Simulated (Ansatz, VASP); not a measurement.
# C in VASP and in Ansatz

```
C
1.0
     1.28218    0.00000    0.00000
     0.00000    4.43844    0.00000
     0.00000    0.00000    7.54537
C
2
Cartesian
  0.0000 2.2192 5.6594
  0.6411 0.0000 1.8860
```

Alike in both runs: functional PBE; k mesh 42 × 12 × 8; occupations gaussian, width 0.1 eV; no spin polarisation.

Ansatz relaxed the structure, and its values are those at the end. VASP's run is a single point on that final structure, the one shown.

```csv
,VASP,Ansatz
version,VASP 6.6.1,Ansatz 0.2.0
potentials or method,"VASP PAW PBE potentials, release 64 (C), cutoff 520 eV","scalar-relativistic, plane waves, PAW"
valence electrons in the cell,8,8
```

|  | VASP | Ansatz | Ansatz less VASP |
| --- | --- | --- | --- |
| gap on the k mesh at the Fermi level (eV) | none | none | - |
| pressure (GPa) | -0.1 | 0.0 | +0.10 |

A gap of «none» marks a metal or a gap that the smearing closes. The functional is the same, so the differences come from potentials, cutoffs and numerics.
